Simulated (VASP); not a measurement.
# Be (I4/mmm) in VASP: a series of runs, part 2 of 2

VASP 6.6.1.

**5. Relaxation of shape and atoms at fixed volume, PBE+D3(BJ) (7.78 Å³/atom)**

This run uses another cell than the first one, of 7.78 Å³/atom.

The input, INCAR:

```
SYSTEM = Be
ALGO = Fast ; EDIFF = 1E-6
EDIFFG = -0.01 ; ENCUT = 600
GGA = PE ; IBRION = 2
ISIF = 4 ; ISMEAR = 0
IVDW = 12 ; LASPH = .TRUE.
LCHARG = .FALSE. ; LREAL = .FALSE.
LWAVE = .FALSE. ; NELM = 60
NSW = 50 ; PREC = Accurate
SIGMA = 0.1
```

The input, KPOINTS:

```
k-points
0
G
  16 12 12
  0 0 0
```

The input, POSCAR:

```
Be
1.0
    2.5307238275      0.0000000000      0.0000000000
    0.0000000000      3.5067637530      0.0000000000
    0.0000000000      0.0000000000      3.5067637530
Be
4
Direct
    0.7500000000      0.7500000000      0.7500000000
    0.2500000000      0.2500000000      0.7500000000
    0.2500000000      0.7500000000      0.2500000000
    0.7500000000      0.2500000000      0.2500000000
```

Potentials or basis: VASP PAW PBE potentials, release 64 (Be).

Launch:

```bash
cat potpaw_PBE.64/Be/POTCAR > POTCAR
mpirun -np 1 vasp_std > vasp.out
```

OUTCAR:

```text
SYSTEM = Be
   EDIFF = 1E-6
   EDIFFG = -0.01
   ENCUT = 600
   GGA = PE
   IBRION = 2
   ISIF = 4
   ISMEAR = 0
   IVDW = 12
   LASPH = .TRUE.
   LREAL = .FALSE.
   NELM = 60
   NSW = 50
   PREC = Accurate
 IVDW          = 12

 ion  position               nearest neighbor table
   1  0.750  0.750  0.750-   2 2.16   3 2.16   3 2.16   2 2.16   2 2.16   3 2.16   3 2.16   2 2.16

   2  0.250  0.250  0.750-   1 2.16   4 2.16   4 2.16   1 2.16   1 2.16   4 2.16   4 2.16   1 2.16

   3  0.250  0.750  0.250-   1 2.16   4 2.16   1 2.16   4 2.16   1 2.16   4 2.16   1 2.16   4 2.16

   4  0.750  0.250  0.250-   2 2.16   3 2.16   2 2.16   3 2.16   2 2.16   3 2.16   2 2.16   3 2.16

  LATTYP: Found a simple tetragonal cell.
 ALAT       =     3.5067637530
 C/A-ratio  =     0.7216693241

  Lattice vectors:

 A1 = (   0.0000000000,   3.5067637530,   0.0000000000)
 A2 = (   0.0000000000,   0.0000000000,   3.5067637530)
 A3 = (   2.5307238275,   0.0000000000,   0.0000000000)

Analysis of symmetry for initial positions (statically):
=====================================================================
 Subroutine PRICEL returns following result:

  LATTYP: Found a body centered tetragonal cell.
 ALAT       =     2.4796564298
 C/A-ratio  =     1.0205945457

  Lattice vectors:

 A1 = (  -1.2653619138,   0.0000000000,  -1.7533818765)
 A2 = (  -1.2653619138,   0.0000000000,   1.7533818765)
 A3 = (   1.2653619138,   1.7533818765,   0.0000000000)

   4 primitive cells build up your supercell.

 Routine SETGRP: Setting up the symmetry group for a
 simple tetragonal supercell.

 Subroutine GETGRP returns: Found 16 space group operations
 (whereof  8 operations were pure point group operations)
 out of a pool of 16 trial point group operations.

The static configuration has the point symmetry D_2d.
 The point group associated with its full space group is D_4h.

Analysis of symmetry for dynamics (positions and initial velocities):
=====================================================================
 Subroutine PRICEL returns following result:

  LATTYP: Found a body centered tetragonal cell.
 ALAT       =     2.4796564298
 C/A-ratio  =     1.0205945457

  Lattice vectors:

 A1 = (  -1.2653619138,   0.0000000000,  -1.7533818765)
 A2 = (  -1.2653619138,   0.0000000000,   1.7533818765)
 A3 = (   1.2653619138,   1.7533818765,   0.0000000000)

   4 primitive cells build up your supercell.

 Routine SETGRP: Setting up the symmetry group for a
 simple tetragonal supercell.

 Subroutine GETGRP returns: Found 16 space group operations
 (whereof  8 operations were pure point group operations)
 out of a pool of 16 trial point group operations.

The dynamic configuration has the point symmetry D_2d.
 The point group associated with its full space group is D_4h.

 Subroutine INISYM returns: Found 16 space group operations
 (whereof  8 operations are pure point group operations),
 and found     4 'primitive' translations

----------------------------------------------------------------------------------------

                                     Primitive cell

  volume of cell :       7.7803

  direct lattice vectors                    reciprocal lattice vectors
[... 65 lines left out ...]
  0.312500  0.166667  0.000000      8.000000
 [... further k-points ...]
   k-points           NKPTS =    252   k-points in BZ     NKDIM =    252   number of bands    NBANDS=      8
   number of dos      NEDOS =    301   number of ions     NIONS =      4
   total plane-waves  NPLWV =  15680
   dimension x,y,z NGX =    20 NGY =   28 NGZ =   28
   dimension x,y,z NGXF=    40 NGYF=   56 NGZF=   56
   ions per type =               4
   NGX,Y,Z   is equivalent  to a cutoff of  13.14, 13.27, 13.27 a.u.
   NGXF,Y,Z  is equivalent  to a cutoff of  26.28, 26.55, 26.55 a.u.
 SYSTEM =  Be
   PREC   = accura    normal or accurate (medium, high low for compatibility)
   ISTART =      0    job   : 0-new  1-cont  2-samecut
   ICHARG =      2    charge: 1-file 2-atom 10-const
   ISPIN  =      1    spin polarized calculation?
   LNONCOLLINEAR =      F non collinear calculations
   LSORBIT =      F    spin-orbit coupling
   LASPH  =      T    aspherical Exc in radial PAW
   ENCUT  =  600.0 eV  44.10 Ry    6.64 a.u.   5.05  7.00  7.00*2*pi/ulx,y,z
   NELM   =     60;   NELMIN=  2; NELMDL= -5     # of ELM steps
   EDIFF  = 0.1E-05   stopping-criterion for ELM
   LREAL  =      F    real-space projection
   EDIFFG = -.1E-01   stopping-criterion for IOM
   NSW    =     50    number of steps for IOM
   IBRION =      2    ionic relax: 0-MD 1-quasi-New 2-CG
   NFREE  =      1    steps in history (QN), initial steepest desc. (CG)
   ISIF   =      4    stress and relaxation
   ISYM   =      2    0-nonsym 1-usesym 2-fastsym
   POTIM  = 0.5000    time-step for ionic-motion
   TEBEG  =    0.0;   TEEND  =   0.0 temperature during run
   PSTRESS=    0.0 pullay stress
   NELECT =       8.0000    total number of electrons
   NUPDOWN=      -1.0000    fix difference up-down
   EMIN   =  10.00;   EMAX   =-10.00  energy-range for DOS
   EFERMI =   0.00;   METHOD = LEGACY
   ISMEAR =     0;   SIGMA  =   0.10  broadening in eV -4-tet -1-fermi 0-gaus
   EFERMI_NEDOS =   21; number of points for ismear=-14 and -15
   IALGO  =     68    algorithm
   IMIX   =      4    mixing-type and parameters
     AMIX     =   0.40;   BMIX     =  1.00
     AMIX_MAG =   1.60;   BMIX_MAG =  1.00
  volume/ion in A,a.u.               =       7.78        52.50
  Fermi-wavevector in a.u.,A,eV,Ry     =   1.040924  1.967061 14.742214  1.083522
  Thomas-Fermi vector in A             =   2.175521
   LORBIT       =      0    0 simple, 1 ext, 2 COOP (PROOUT), +10 PAW based schemes
   GGA     = PE    functional components
   LHFCALC =     F    Hartree Fock is set to
   AEXX    =    0.0000 exact exchange contribution
   IVDW    =    12    specifies the selected vdW correction
   LEPSILON=     F    determine dielectric tensor
   LRPA    =     F    only Hartree local field effects (RPA)
 conjugate gradient relaxation of ions
 non-spin polarized calculation
 RMM-DIIS sequential band-by-band and
 Gauss-broadening in eV      SIGMA  =   0.10
  energy-cutoff  :      600.00
  volume of cell :       31.12
 maximum number of plane-waves:      1072
   NGX = 11   NGY = 15   NGZ = 15

 number of electron       8.0000000 magnetization

 Free energy of the ion-electron system (eV)
  ---------------------------------------------------
  ext. energy  EPLUGINS =         0.00000000
  ---------------------------------------------------
  free energy    TOTEN  =       -14.66908100 eV

  energy without entropy =      -14.66635257  energy(sigma->0) =      -14.66771679

 E-fermi :   8.0706     XC(G=0): -10.6651

 val. band max:        8.0678348924   @ k =   0.0625   0.3333   0.0000
 cond. band min:       8.0943835415   @ k =   0.4375   0.2500   0.0833
 fundamental gap:      0.0265486492
 Fermi energy:         8.0705864098

 k-point     1 :       0.0000    0.0000    0.0000
  band No.  band energies     occupation
      1      -4.2832      2.00000
      2       2.8708      2.00000
      3       2.8708      2.00000
      4       8.6080      0.00000
      5       8.6080      0.00000
      6      11.4944      0.00000
      7      12.2956      0.00000
      8      12.2956      0.00000
[... 243 lines left out ...]
 k-point    24 :       0.3125    0.1667    0.0000
  band No.  band energies     occupation
      1      -2.3494      2.00000
      2       3.5043      2.00000
      3       4.2520      2.00000
      4       5.4316      2.00000
      5       8.1170      0.51185
      6      10.8362      0.00000
      7      12.7453      0.00000
      8      13.5632      0.00000

 [... further k-points ...]

------------------------ aborting loop because EDIFF is reached ----------------------------------------

 Edisp (eV)   -1.44329

 E8    (eV) :    -0.4997

  FORCE on cell =-STRESS in cart. coord.  units (eV):
  Direction    XX          YY          ZZ          XY          YZ          ZX
  --------------------------------------------------------------------------------------
  -------------------------------------------------------------------------------------
  Total      -1.34032    -1.36535    -1.36535     0.00000     0.00000     0.00000
  in kB     -69.00211   -70.29047   -70.29047     0.00000     0.00000     0.00000
  external pressure =      -69.86 kB  Pullay stress =        0.00 kB

 VOLUME and BASIS-vectors are now :
 -----------------------------------------------------------------------------
  energy-cutoff  :      600.00
  volume of cell :       31.12
      direct lattice vectors                 reciprocal lattice vectors
     2.530723828  0.000000000  0.000000000     0.395143867  0.000000000  0.000000000
     0.000000000  3.506763753  0.000000000     0.000000000  0.285163208  0.000000000
     0.000000000  0.000000000  3.506763753     0.000000000  0.000000000  0.285163208

 POSITION                                       TOTAL-FORCE (eV/Angst)
 -----------------------------------------------------------------------------------
      1.89804      2.63007      2.63007         0.000000     -0.000000     -0.000000
      0.63268      0.87669      2.63007        -0.000000      0.000000      0.000000
      0.63268      2.63007      0.87669         0.000000     -0.000000     -0.000000
      1.89804      0.87669      0.87669        -0.000000      0.000000      0.000000
 -----------------------------------------------------------------------------------
    total drift:                               -0.000000     -0.000000     -0.000000

  FREE ENERGIE OF THE ION-ELECTRON SYSTEM (eV)
  ---------------------------------------------------
  free  energy   TOTEN  =       -16.1123754028 eV

  energy  without entropy=      -16.1096469698  energy(sigma->0) =      -16.11101119

 reached required accuracy - stopping structural energy minimisation
```

OSZICAR:

```text
N       E                     dE             d eps       ncg     rms          rms(c)
DAV:   1     0.269708919114E+01    0.26971E+01   -0.37683E+03  4032   0.939E+02
DAV:   2    -0.146076596467E+02   -0.17305E+02   -0.16817E+02  6632   0.119E+02
DAV:   3    -0.147919457519E+02   -0.18429E+00   -0.17287E+00  5104   0.108E+01
DAV:   4    -0.147924053548E+02   -0.45960E-03   -0.45940E-03  6264   0.524E-01
DAV:   5    -0.147924062411E+02   -0.88629E-06   -0.88560E-06  5000   0.101E-02    0.158E+00
RMM:   6    -0.147036709706E+02    0.88735E-01   -0.94438E-03  4032   0.177E+00    0.976E-01
RMM:   7    -0.146691234970E+02    0.34547E-01   -0.11469E-02  4032   0.179E+00    0.378E-02
RMM:   8    -0.146690741782E+02    0.49319E-04   -0.85628E-04  4031   0.440E-01    0.166E-02
RMM:   9    -0.146690831833E+02   -0.90050E-05   -0.72651E-05  4027   0.967E-02    0.104E-02
RMM:  10    -0.146690842406E+02   -0.10573E-05   -0.77752E-06  3985   0.469E-02    0.478E-03
RMM:  11    -0.146690812569E+02    0.29837E-05   -0.20895E-06  3235   0.165E-02    0.177E-03
RMM:  12    -0.146690810029E+02    0.25402E-06   -0.29128E-07  2825   0.984E-03
   1 F= -.16112375E+02 E0= -.16111011E+02  d E =-.161124E+02
```

CONTCAR:

```text
Be
   1.00000000000000
     2.5307238275000001    0.0000000000000000    0.0000000000000000
     0.0000000000000000    3.5067637530000000    0.0000000000000000
     0.0000000000000000    0.0000000000000000    3.5067637530000000
  Be
     4
Direct
     0.7500000000000000    0.7500000000000000    0.7500000000000000
     0.2500000000000000    0.2500000000000000    0.7500000000000000
     0.2500000000000000    0.7500000000000000    0.2500000000000000
     0.7500000000000000    0.2500000000000000    0.2500000000000000

  0.00000000E+00  0.00000000E+00  0.00000000E+00
  0.00000000E+00  0.00000000E+00  0.00000000E+00
  0.00000000E+00  0.00000000E+00  0.00000000E+00
  0.00000000E+00  0.00000000E+00  0.00000000E+00
```

Run time: 81 s. Hardware: 1 thread of Intel Xeon 8259CL, shared host; peak memory 0.2 GiB.

Results:

| Property | Result |
| --- | --- |
| Free energy | -16.1124 eV |
| Pressure after relaxing | -7.0 GPa |
| Band gap on the k mesh | zero (bands 4 and 5 overlap by 2.42 eV) |
| Dispersion energy per atom | -0.361 eV |

Stress tensor (GPa, compression positive):
```
-6.90  0.00  0.00
 0.00 -7.03  0.00
 0.00  0.00 -7.03
```

Final structure:
```
CELL_PARAMETERS angstrom
2.53072 0.00000 0.00000
0.00000 3.50676 0.00000
0.00000 0.00000 3.50676
ATOMIC_POSITIONS crystal
Be 0.75000 0.75000 0.75000
Be 0.25000 0.25000 0.75000
Be 0.25000 0.75000 0.25000
Be 0.75000 0.25000 0.25000
```

Levels at points of the mesh, in eV from the Fermi level:
```tsv
k point	band 1	band 2	band 3	band 4	band 5	band 6	band 7	band 8
(0.00, 0.00, 0.00)	-12.35	-5.20	-5.20	0.54	0.54	3.42	4.23	4.23
(0.50, 0.00, 0.00)	-7.98	-7.98	0.51	0.51	0.51	0.51	0.66	0.66
(0.00, 0.50, 0.00)	-10.12	-10.12	-2.29	-2.29	1.53	1.53	6.24	6.24
(0.50, 0.50, 0.00)	-5.87	-5.87	-5.87	-5.87	3.37	3.37	3.37	3.37
(0.00, 0.50, 0.50)	-7.81	-7.81	-7.81	-7.81	9.03	9.03	9.03	9.04
(0.50, 0.50, 0.50)	-5.36	-5.36	-5.36	-5.36	0.28	0.28	0.28	0.28
```

**6. The runs side by side**

```tsv
cell	gap on the mesh (eV)	pressure (GPa)
relaxed from a = 2.377, b = 3.297, c = 3.297 Å, 4 atoms	none	21.6
relaxed from a = 2.404, b = 3.333, c = 3.333 Å, 4 atoms	none	15.1
relaxed from a = 2.431, b = 3.369, c = 3.369 Å, 4 atoms	none	9.5
relaxed from a = 2.531, b = 3.507, c = 3.507 Å, 4 atoms	none	-7.0
```

Alike in all rows: task relaxation of shape and atoms at fixed volume; level PBE+D3(BJ); potentials or basis VASP PAW PBE potentials, release 64 (Be); no spin polarisation; k mesh 16 × 12 × 12; cutoff (eV) 600; smearing gaussian 0.1 eV.

Absolute energies hang on the potentials; compare differences alone.

The gap in the log of VASP goes by the Fermi energy; the results here count the filled bands.